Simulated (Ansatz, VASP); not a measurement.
**Cu: VASP beside Ansatz**

```xyz
2
Lattice="2.9769 0.0000 0.0000 0.0000 2.9769 0.0000 0.0000 0.0000 2.8016" Properties=species:S:1:pos:R:3 pbc="T T T"
Cu    0.0000    0.0000    0.0000
Cu    1.4884    1.4884    1.4008
```

Change from the starting cell: equal strain along all axes, cell held, atoms relaxed: +3.0 %.

Alike in both runs: task single point; functional PBEsol; k mesh 18 × 18 × 20; occupations gaussian, width 0.1 eV; no spin polarisation.

|  | VASP | Ansatz |
| --- | --- | --- |
| version | VASP 6.6.1 | Ansatz 0.2.0 |
| potentials or method | VASP PAW PBE potentials, release 64 (Cu), cutoff 520 eV | scalar-relativistic, plane waves, PAW |
| valence electrons in the cell | 22 | 38 |

```csv
,VASP,Ansatz,Ansatz less VASP
gap on the k mesh at the Fermi level (eV),none,none,-
pressure (GPa),-11.1,-11.8,-0.68
"traceless stress, the component that is largest in VASP (GPa)",-0.27,-0.30,-0.032
```

VASP's potentials were made for PBE, not for PBEsol. A gap of «none» marks a metal or a gap that the smearing closes. The functional is the same, so the differences come from potentials, cutoffs and numerics. VASP's potentials hold 22 valence electrons a cell and Ansatz's 38, so a difference there can come from the potentials and not from the codes.
